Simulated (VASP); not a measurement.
Crystal: BP.

```xyz
2
Lattice="0.0000 2.2683 2.2683 2.2683 0.0000 2.2683 2.2683 2.2683 0.0000" Properties=species:S:1:pos:R:3 pbc="T T T"
B     0.0000    0.0000    0.0000
P     1.1342    1.1342    1.1342
```

Base run:

```yaml
Program: VASP 6.6.1
Functional: r2SCAN
Potentials_or_basis: VASP PAW PBE potentials, release 64 (B, P)
Cutoff: 520 eV
k_mesh: 6 × 6 × 6
Occupations: gaussian, width 0.01 eV
Spin: no spin polarisation
```

Its results: band gap on the k mesh 1.54 eV, indirect (least direct gap 3.64 eV); pressure -0.4 GPa.

Q: The run is repeated on the same cell with these changes: functional from r2SCAN to PBE. What comes out?

A: Band gap on the k mesh 1.33 eV, indirect (least direct gap 3.40 eV); pressure 1.2 GPa.

r2SCAN gives the wider gap, since meta-GGAs in the generalised Kohn-Sham scheme recover part of the derivative discontinuity.

Caveats: the PAW data sets were made with another functional, which shifts forces and pressure a little (some runs).

A k mesh can miss the band edges.
